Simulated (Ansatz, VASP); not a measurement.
K2SiB2: VASP beside Ansatz

```
K Si B
1.0
    -2.85954    2.62360    4.83647
     2.85954   -2.62360    4.83647
     2.85954    2.62360   -4.83647
K Si B
2 1 2
Direct
  0.30946 0.30946 0.00000
  0.69054 0.69054 0.00000
  0.50000 0.00000 0.50000
  0.14720 0.00000 0.14720
  0.85280 0.00000 0.85280
```

Alike in both runs: functional PBE; k mesh 4 × 4 × 4; occupations gaussian, width 0.1 eV; no spin polarisation.

Ansatz relaxed the structure, and its values are those at the end. VASP's run is a single point on that final structure, the one shown.

|  | VASP | Ansatz |
| --- | --- | --- |
| version | VASP 6.6.1 | Ansatz 0.2.0 |
| potentials or method | VASP PAW PBE potentials, release 64 (K_sv, Si, B), cutoff 520 eV | scalar-relativistic, plane waves, PAW |
| valence electrons in the cell | 28 | 28 |

```tsv
	VASP	Ansatz	Ansatz less VASP
gap on the k mesh at the Fermi level (eV)	none	none	-
pressure (GPa)	0.1	0.1	0.00
rms of the force components (eV/Å)	0.004	0.007	+0.0032
```

A gap of «none» marks a metal or a gap that the smearing closes. The functional is the same, so the differences come from potentials, cutoffs and numerics.

The k mesh is coarse, so the values compare programs but aren't converged.
